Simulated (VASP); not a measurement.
# Ga2O (I4/mcm) in VASP: a series of runs

Ga2O is run at these levels: PBE; tasks: single point.

Everything below comes from runs of VASP 6.6.1. Logs are shortened: lines on timing, memory, paths and dates and some standing lists are left out, and cuts for length are marked.

## Step 1: The cell of the first run

Symmetry: I4/mcm, No. 140, tetragonal system. Conventional cell: a = 5.893 Å, b = 5.893 Å, c = 4.878 Å, α = 90.00°, β = 90.00°, γ = 90.00°. Within 3.3 Å of Ga (site symmetry m2m) lie 4 O at 2.53 Å and 11 Ga at 2.68 to 3.13 Å. Within 3.2 Å of O (site symmetry 422) lie 2 O at 2.44 Å and 8 Ga at 2.53 Å.

The cell was built from a structure type or drawn by symmetry, and may not be a known phase.

## Step 2: Single point, PBE, collinear spin, ferromagnetic start

Contents of INCAR:

```
SYSTEM = Ga2O
  PREC = Accurate
  ENCUT = 520
  EDIFF = 1E-6
  ISMEAR = 0
  SIGMA = 0.1
  LREAL = .False.
  LASPH = .True.
  NELM = 150
  ALGO = Normal
  ISIF = 2
  LWAVE = .False.
  LCHARG = .True.
  ISPIN = 2
  MAGMOM = 0 0 0 0 1 1
  LORBIT = 11
  GGA = PE
  LELF = .True.
  LVHAR = .True.
  NBANDS = 45
```

Contents of KPOINTS:

```
regular mesh
0
Gamma
  4 4 4
  0 0 0
```

Contents of POSCAR:

```
Ga2O
1.0
   -2.9466476400      2.9466476400      2.4389633600
    2.9466476400     -2.9466476400      2.4389633600
    2.9466476400      2.9466476400     -2.4389633600
Ga O
4 2
Direct
    0.1606607400      0.6606607400      0.8213214900
    0.3393392600      0.1606607400      0.5000000000
    0.6606607400      0.8393392600      0.5000000000
    0.8393392600      0.3393392600      0.1786785100
    0.7500000000      0.7500000000      0.0000000000
    0.2500000000      0.2500000000      0.0000000000
```

Potentials or basis: VASP PAW PBE potentials, release 64 (Ga_d, O).

On the command line:

```console
> cat potpaw_PBE.64/Ga_d/POTCAR potpaw_PBE.64/O/POTCAR > POTCAR
> mpirun -np 1 vasp_std > vasp.out
```

OUTCAR:

```text
SYSTEM = Ga2O
   PREC = Accurate
   ENCUT = 520
   EDIFF = 1E-6
   ISMEAR = 0
   LREAL = .False.
   LASPH = .True.
   NELM = 150
   ISIF = 2
   ISPIN = 2
   LORBIT = 11
   GGA = PE

 ion  position               nearest neighbor table
   1  0.161  0.661  0.821-   4 2.68   4 2.86   4 2.86
   2  0.339  0.161  0.500-   3 2.68   3 2.86   3 2.86
   3  0.661  0.839  0.500-   2 2.68   2 2.86   2 2.86
   4  0.839  0.339  0.179-   1 2.68   1 2.86   1 2.86
   5  0.750  0.750  0.000-
   6  0.250  0.250  0.000-

  LATTYP: Found a body centered tetragonal cell.
 ALAT       =     5.8932952800
 C/A-ratio  =     0.8277078423

  Lattice vectors:

 A1 = (  -2.9466476400,   2.9466476400,   2.4389633600)
 A2 = (   2.9466476400,  -2.9466476400,   2.4389633600)
 A3 = (   2.9466476400,   2.9466476400,  -2.4389633600)

Analysis of symmetry for initial positions (statically):
=====================================================================
 Subroutine PRICEL returns:
 Original cell was already a primitive cell.

 Routine SETGRP: Setting up the symmetry group for a
 body centered tetragonal supercell.

 Subroutine GETGRP returns: Found 16 space group operations
 (whereof  8 operations were pure point group operations)
 out of a pool of 16 trial point group operations.

The static configuration has the point symmetry C_4h.
 The point group associated with its full space group is D_4h.

Analysis of symmetry for dynamics (positions and initial velocities):
=====================================================================
 Subroutine PRICEL returns:
 Original cell was already a primitive cell.

 Routine SETGRP: Setting up the symmetry group for a
 body centered tetragonal supercell.

 Subroutine GETGRP returns: Found 16 space group operations
 (whereof  8 operations were pure point group operations)
 out of a pool of 16 trial point group operations.

The dynamic configuration has the point symmetry C_4h.
 The point group associated with its full space group is D_4h.

Analysis of structural, dynamic, and magnetic symmetry:
=====================================================================
 Subroutine PRICEL returns:
 Original cell was already a primitive cell.

 Routine SETGRP: Setting up the symmetry group for a
 body centered tetragonal supercell.

 Subroutine GETGRP returns: Found 16 space group operations
 (whereof  8 operations were pure point group operations)
 out of a pool of 16 trial point group operations.

The overall configuration has the point symmetry C_4h.
 The point group associated with its full space group is D_4h.

 Subroutine INISYM returns: Found 16 space group operations
 (whereof  8 operations are pure point group operations),
 and found     1 'primitive' translations

----------------------------------------------------------------------------------------

                                     Primitive cell

  volume of cell :      84.7075

  direct lattice vectors                    reciprocal lattice vectors
    -2.946647640  2.946647640  2.438963360     0.000000000  0.169684354  0.205005130
     2.946647640 -2.946647640  2.438963360     0.169684354  0.000000000  0.205005130
     2.946647640  2.946647640 -2.438963360     0.169684354  0.169684354  0.000000000

  length of vectors
     4.828458025  4.828458025  4.828458025     0.266120054  0.266120054  0.239969914

  position of ions in fractional coordinates (direct lattice)
     0.160660740  0.660660740  0.821321490
     0.339339260  0.160660740  0.500000000
     0.660660740  0.839339260  0.500000000
     0.839339260  0.339339260  0.178678510
     0.750000000  0.750000000  0.000000000
     0.250000000  0.250000000  0.000000000

  ion indices of the primitive-cell ions
   primitive index   ion index
                 1           1
                 2           2
                 3           3
                 4           4
                 5           5
                 6           6

----------------------------------------------------------------------------------------

 KPOINTS: regular mesh
[... 34 lines left out ...]
  0.500000  0.500000  0.250000      4.000000
 -0.250000  0.500000  0.250000      8.000000
 -0.250000 -0.250000  0.250000      2.000000
  0.500000  0.500000  0.500000      1.000000
   k-points           NKPTS =     13   k-points in BZ     NKDIM =     13   number of bands    NBANDS=     45
   number of dos      NEDOS =    301   number of ions     NIONS =      6
   total plane-waves  NPLWV =  46656
   dimension x,y,z NGX =    36 NGY =   36 NGZ =   36
   dimension x,y,z NGXF=    72 NGYF=   72 NGZF=   72
   ions per type =               4   2
   NGX,Y,Z   is equivalent  to a cutoff of  12.39, 12.39, 12.39 a.u.
   NGXF,Y,Z  is equivalent  to a cutoff of  24.79, 24.79, 24.79 a.u.
 SYSTEM =  Ga2O
   PREC   = accura    normal or accurate (medium, high low for compatibility)
   ISTART =      0    job   : 0-new  1-cont  2-samecut
   ICHARG =      2    charge: 1-file 2-atom 10-const
   ISPIN  =      2    spin polarized calculation?
   LNONCOLLINEAR =      F non collinear calculations
   LSORBIT =      F    spin-orbit coupling
   LASPH  =      T    aspherical Exc in radial PAW
   ENCUT  =  520.0 eV  38.22 Ry    6.18 a.u.   8.98  8.98  8.98*2*pi/ulx,y,z
   NELM   =    150;   NELMIN=  2; NELMDL= -5     # of ELM steps
   EDIFF  = 0.1E-05   stopping-criterion for ELM
   LREAL  =      F    real-space projection
   EDIFFG = 0.1E-04   stopping-criterion for IOM
   NSW    =      0    number of steps for IOM
   IBRION =     -1    ionic relax: 0-MD 1-quasi-New 2-CG
   NFREE  =      0    steps in history (QN), initial steepest desc. (CG)
   ISIF   =      2    stress and relaxation
   ISYM   =      2    0-nonsym 1-usesym 2-fastsym
   POTIM  = 0.5000    time-step for ionic-motion
   TEBEG  =    0.0;   TEEND  =   0.0 temperature during run
   PSTRESS=    0.0 pullay stress
   NELECT =      64.0000    total number of electrons
   NUPDOWN=      -1.0000    fix difference up-down
   EMIN   =  10.00;   EMAX   =-10.00  energy-range for DOS
   EFERMI =   0.00;   METHOD = LEGACY
   ISMEAR =     0;   SIGMA  =   0.10  broadening in eV -4-tet -1-fermi 0-gaus
   EFERMI_NEDOS =   21; number of points for ismear=-14 and -15
   IALGO  =     38    algorithm
   IMIX   =      4    mixing-type and parameters
     AMIX     =   0.40;   BMIX     =  1.00
     AMIX_MAG =   1.60;   BMIX_MAG =  1.00
  volume/ion in A,a.u.               =      14.12        95.27
  Fermi-wavevector in a.u.,A,eV,Ry     =   1.491057  2.817689 30.249168  2.223251
  Thomas-Fermi vector in A             =   2.603760
   LORBIT       =     11    0 simple, 1 ext, 2 COOP (PROOUT), +10 PAW based schemes
   GGA     = PE    functional components
   LHFCALC =     F    Hartree Fock is set to
   AEXX    =    0.0000 exact exchange contribution
   IVDW    =     0    specifies the selected vdW correction
   LEPSILON=     F    determine dielectric tensor
   LRPA    =     F    only Hartree local field effects (RPA)
 spin polarized calculation
 Gauss-broadening in eV      SIGMA  =   0.10
  energy-cutoff  :      520.00
  volume of cell :       84.71
 maximum number of plane-waves:      2297
   NGX = 17   NGY = 17   NGZ = 17

 number of electron      64.0000009 magnetization       0.0086840

 number of electron      64.0000009 magnetization      -0.0072305

 Free energy of the ion-electron system (eV)
  ---------------------------------------------------
  ext. energy  EPLUGINS =         0.00000000
  ---------------------------------------------------
  free energy    TOTEN  =       -21.83083685 eV

  energy without entropy =      -21.79434573  energy(sigma->0) =      -21.81259129

 E-fermi :   5.8006     XC(G=0): -11.5014

 val. band max:        5.7929571895   @ k =   0.5000   0.5000   0.2500
 cond. band min:       5.8039943079   @ k =   0.5000   0.5000   0.2500
 fundamental gap:      0.0110371184
 Fermi energy:         5.8005556099

 spin component 1

 k-point     1 :       0.0000    0.0000    0.0000
  band No.  band energies     occupation
      1     -12.5701      1.00000
      2     -11.1960      1.00000
      3      -9.2519      1.00000
      4      -9.2519      1.00000
      5      -9.2469      1.00000
      6      -9.2312      1.00000
[... 600 lines left out ...]
     43      14.6960      0.00000
     44      15.2583      0.00000
 Fermi energy:         5.8005556099

 spin component 2

 k-point     1 :       0.0000    0.0000    0.0000
  band No.  band energies     occupation
      1     -12.5725      1.00000
      2     -11.1987      1.00000
      3      -9.2521      1.00000
      4      -9.2521      1.00000
      5      -9.2471      1.00000
      6      -9.2314      1.00000
[... 600 lines left out ...]
     43      14.6948      0.00000
     44      15.2579      0.00000
 [bands above 44 left out]

------------------------ aborting loop because EDIFF is reached ----------------------------------------

  FORCE on cell =-STRESS in cart. coord.  units (eV):
  Direction    XX          YY          ZZ          XY          YZ          ZX
  --------------------------------------------------------------------------------------
  -------------------------------------------------------------------------------------
  Total       -1.0376018     -1.0376018      6.5735335      0.0000000      0.0000000     -0.0000000
  in kB      -19.6254507    -19.6254507    124.3333923      0.0000000      0.0000000     -0.0000000
  external PRESSURE =      28.3608303 kB  Pullay stress =       0.0000000 kB

 VOLUME and BASIS-vectors are now :
 -----------------------------------------------------------------------------
  energy-cutoff  :      520.00
  volume of cell :       84.71
      direct lattice vectors                 reciprocal lattice vectors
    -2.946647640  2.946647640  2.438963360     0.000000000  0.169684354  0.205005130
     2.946647640 -2.946647640  2.438963360     0.169684354  0.000000000  0.205005130
     2.946647640  2.946647640 -2.438963360     0.169684354  0.169684354  0.000000000

 POSITION                                       TOTAL-FORCE (eV/Angst)
 -----------------------------------------------------------------------------------
      3.89347      0.94682     -0.00000         0.462556      0.462556     -0.000000
      0.94682      1.99983      0.00000         0.462556     -0.462556      0.000000
      1.99983      0.94682      2.43896        -0.462556      0.462556     -0.000000
     -0.94682      1.99983      2.43896        -0.462556     -0.462556      0.000000
      0.00000      0.00000      3.65845        -0.000000      0.000000     -0.000000
      0.00000      0.00000      1.21948        -0.000000      0.000000     -0.000000
 -----------------------------------------------------------------------------------
    total drift:                                0.000000     -0.000000      0.000000

  FREE ENERGIE OF THE ION-ELECTRON SYSTEM (eV)
  ---------------------------------------------------
  free  energy   TOTEN  =       -21.8308368494 eV

  energy  without entropy=      -21.7943457333  energy(sigma->0) =      -21.81259129

 total charge

# of ion       s       p       d       tot
------------------------------------------
    1        1.044   0.438   9.979  11.462
    2        1.044   0.438   9.979  11.462
    3        1.044   0.438   9.979  11.462
    4        1.044   0.438   9.979  11.462
    5        1.613   3.223   0.000   4.836
    6        1.613   3.223   0.000   4.836
--------------------------------------------------
tot          7.403   8.200  39.915  55.519

 magnetization (x)

# of ion       s       p       d       tot
------------------------------------------
    1       -0.000  -0.000  -0.000  -0.001
    2       -0.000  -0.000  -0.000  -0.001
    3       -0.000  -0.000  -0.000  -0.001
    4       -0.000  -0.000  -0.000  -0.001
    5       -0.000  -0.001   0.000  -0.001
    6       -0.000  -0.001   0.000  -0.001
--------------------------------------------------
tot         -0.001  -0.002  -0.000  -0.004
```

Wall time 66 s (1 thread of Intel Xeon 6975P-C (Granite Rapids), shared host); peak memory 0.27 GiB.

Results:

| Property | Result |
| --- | --- |
| Free energy | -21.8308 eV |
| Pressure | 2.8 GPa |
| Largest force | 0.654 eV/Å |
| Band gap on the k mesh | zero (filled and empty bands overlap) |
| Net moment | -0.01 μB per cell |
| Valence electrons inside the program's atomic spheres | Ga 11.46; O 4.84 |

Forces in eV/Å, atoms in the order of the input:
```
Ga   0.463  0.463  0.000
Ga   0.463 -0.463  0.000
Ga  -0.463  0.463  0.000
Ga  -0.463 -0.463  0.000
O    0.000  0.000  0.000
O    0.000  0.000  0.000
```

Stress tensor (GPa, compression positive):
```
-1.96  0.00  0.00
 0.00 -1.96  0.00
 0.00  0.00 12.43
```

Levels at points of the mesh, in eV from the Fermi level:
Spin up:
```csv
k point,band 30,band 31,band 32,band 33,band 34,band 35
"(0.00, 0.00, 0.00)",-1.19,-0.75,-0.75,-0.07,0.38,1.84
"(0.50, 0.00, 0.00)",-2.59,-0.78,-0.78,0.04,0.04,4.62
"(0.50, 0.50, 0.00)",-2.50,-0.22,-0.03,0.91,0.99,1.70
"(0.50, 0.50, 0.50)",-1.48,0.01,0.08,0.08,2.20,3.46
```
Spin down:
```tsv
k point	band 30	band 31	band 32	band 33	band 34	band 35
(0.00, 0.00, 0.00)	-1.19	-0.75	-0.75	-0.07	0.38	1.84
(0.50, 0.00, 0.00)	-2.59	-0.78	-0.78	0.04	0.04	4.62
(0.50, 0.50, 0.00)	-2.51	-0.22	-0.03	0.91	0.98	1.70
(0.50, 0.50, 0.50)	-1.48	0.01	0.07	0.07	2.20	3.45
```

Caveat: the k points lie up to 0.42 Å⁻¹ apart.

## Step 3: Single point, PBE, collinear spin, ferromagnetic start

This run uses another cell than the first one, of 14.91 Å³/atom.

Contents of INCAR:

```
PREC = Accurate
ENCUT = 520
EDIFF = 1E-6
ISMEAR = 0
SIGMA = 0.1
LREAL = False
LASPH = True
NELM = 150
ALGO = Normal
ISIF = 2
LWAVE = False
LCHARG = False
ISPIN = 2
MAGMOM = 0 0 0 0 1 1
LORBIT = 11
GGA = PE
NBANDS = 45
```

Contents of KPOINTS:

```
regular mesh
0
Gamma
  4 4 4
```

Contents of POSCAR:

```
Ga2O
1.0
   -2.7336820788      2.7336820788      2.9920782915
    2.7336820788     -2.7336820788      2.9920782915
    2.7336820788      2.7336820788     -2.9920782915
Ga O
4 2
Direct
    0.1873860663      0.6873860663      0.8747721327
    0.3126139337      0.1873860663      0.5000000000
    0.6873860663      0.8126139337      0.5000000000
    0.8126139337      0.3126139337      0.1252278673
    0.7500000000      0.7500000000      0.0000000000
    0.2500000000      0.2500000000      0.0000000000
```

Potentials or basis: VASP PAW PBE potentials, release 64 (Ga_d, O).

On the command line:

```console
> cat potpaw_PBE.64/Ga_d/POTCAR potpaw_PBE.64/O/POTCAR > POTCAR
> mpirun -np 1 vasp_std > vasp.out
```

Run time: 51 s. Hardware: 1 thread of Intel Xeon 6975P-C (Granite Rapids), shared host; peak memory 0.27 GiB.

Results (log left out):

- Free energy: -23.2026 eV
- Pressure: 0.1 GPa
- Band gap on the k mesh: zero (filled and empty bands overlap)
- Net moment: 0.00 μB per cell
- Valence electrons inside the program's atomic spheres: Ga 11.45; O 4.85

Stress tensor (GPa, compression positive):
```
0.02 0.00 0.00
0.00 0.02 0.00
0.00 0.00 0.23
```

Levels at points of the mesh, in eV from the Fermi level:
Spin up:
| k point | band 29 | band 30 | band 31 | band 32 | band 33 | band 34 | band 35 | band 36 |
| --- | --- | --- | --- | --- | --- | --- | --- | --- |
| (0.00, 0.00, 0.00) | -2.61 | -2.61 | -2.55 | -2.53 | -0.95 | 1.98 | 3.23 | 3.23 |
| (0.50, 0.00, 0.00) | -2.01 | -2.01 | -0.19 | -0.19 | 0.44 | 0.44 | 2.95 | 2.95 |
| (0.50, 0.50, 0.00) | -2.89 | -2.31 | -1.40 | 0.50 | 1.41 | 2.26 | 2.68 | 3.63 |
| (0.50, 0.50, 0.50) | -2.12 | -1.74 | -1.42 | 0.64 | 0.64 | 1.42 | 2.33 | 2.36 |
Spin down:
```
           k point  band 30  band 31  band 32  band 33  band 34  band 35
(0.00, 0.00, 0.00)    -2.61    -2.55    -2.53    -0.95     1.98     3.23
(0.50, 0.00, 0.00)    -2.01    -0.19    -0.19     0.44     0.44     2.95
(0.50, 0.50, 0.00)    -2.31    -1.40     0.50     1.41     2.26     2.68
(0.50, 0.50, 0.50)    -1.74    -1.42     0.64     0.64     1.42     2.33
```

Caveat: the k points lie up to 0.39 Å⁻¹ apart, too coarse for converged energies and pressures of a metal.

## Step 4: Single point, PBE

This run uses another cell than the first one, of 14.96 Å³/atom.

Contents of INCAR:

```
SYSTEM = Ga2O
PREC     = Accurate       ! precision mode
ENCUT    = 520            ! plane-wave cutoff, eV
EDIFF    = 1E-6           ! SCF threshold, eV
ISMEAR   = 0              ! smearing method
SIGMA    = 0.1            ! smearing width, eV
LREAL    = .False.        ! projectors in reciprocal space
LASPH    = .True.         ! aspherical terms in the spheres
NELM     = 80             ! most SCF steps
ALGO     = Normal         ! electronic algorithm
ISIF     = 2              ! what is computed and relaxed
LWAVE    = .False.        ! write WAVECAR
LCHARG   = .False.        ! write CHGCAR
GGA      = PE             ! functional
NBANDS   = 41             ! bands
```

Contents of KPOINTS:

```
Automatic mesh
0
Gamma
  10 10 10
  0 0 0
```

Contents of POSCAR:

```
Ga2O
1.0
   -2.6806588033      2.6806588033      3.1218125887
    2.6806588033     -2.6806588033      3.1218125887
    2.6806588033      2.6806588033     -3.1218125887
Ga O
4 2
Direct
    0.1890751788      0.6890751788      0.8781503575
    0.3109248212      0.1890751788      0.5000000000
    0.6890751788      0.8109248212      0.5000000000
    0.8109248212      0.3109248212      0.1218496425
    0.7500000000      0.7500000000      0.0000000000
    0.2500000000      0.2500000000      0.0000000000
```

On the command line:

```console
> cat potpaw_PBE.64/Ga_d/POTCAR potpaw_PBE.64/O/POTCAR > POTCAR
> mpirun -np 1 vasp_std > vasp.out
```

Run time: 3 min. Hardware: 1 thread of Intel Xeon 6975P-C (Granite Rapids), shared host; peak memory 0.42 GiB.

It converged, with:

```yaml
Free_energy: -23.2764 eV
Pressure: 0.1 GPa
Largest_force: 0.004 eV/Å
Band_gap_on_the_k_mesh: zero (bands 32 and 33 overlap by 1.10 eV)
```

Forces in eV/Å, atoms in the order of the input:
```
Ga  -0.003 -0.003  0.000
Ga  -0.003  0.003  0.000
Ga   0.003 -0.003  0.000
Ga   0.003  0.003  0.000
O    0.000  0.000  0.000
O    0.000  0.000  0.000
```

Levels at points of the mesh, in eV from the Fermi level:
| k point | band 29 | band 30 | band 31 | band 32 | band 33 | band 34 | band 35 | band 36 |
| --- | --- | --- | --- | --- | --- | --- | --- | --- |
| (0.00, 0.00, 0.00) | -2.89 | -2.82 | -2.82 | -2.76 | -0.41 | 2.20 | 3.36 | 3.36 |
| (0.50, 0.00, 0.00) | -1.99 | -1.99 | -0.15 | -0.15 | 0.52 | 0.52 | 2.77 | 2.77 |
| (0.50, 0.50, 0.00) | -2.82 | -2.59 | -1.29 | 0.50 | 1.77 | 2.54 | 3.13 | 4.10 |
| (0.50, 0.50, 0.50) | -2.35 | -1.54 | -1.40 | 0.69 | 0.69 | 1.02 | 2.23 | 2.23 |

## Step 5: Overview

```tsv
spin	cell	k mesh	gap on the mesh (eV)	pressure (GPa)	moment (μB)
collinear, ferromagnetic start	a = 4.828 Å, angles 104.8, 104.8, 119.3°, 6 atoms, atomic positions A	4 × 4 × 4	none	2.8	0.01
collinear, ferromagnetic start	a = 4.889 Å, angles 112.0, 112.0, 104.5°, 6 atoms, atomic positions B	4 × 4 × 4	none	0.1	0.00
off	a = 4.911 Å, angles 113.8, 113.8, 101.1°, 6 atoms, atomic positions C	10 × 10 × 10	none	0.1	-
```

Alike in all rows: task single point; level PBE; potentials or basis VASP PAW PBE potentials, release 64 (Ga_d, O); cutoff (eV) 520; smearing gaussian 0.1 eV.

Caveats: some runs use coarse meshes.

Absolute energies hang on the potentials; compare differences alone.
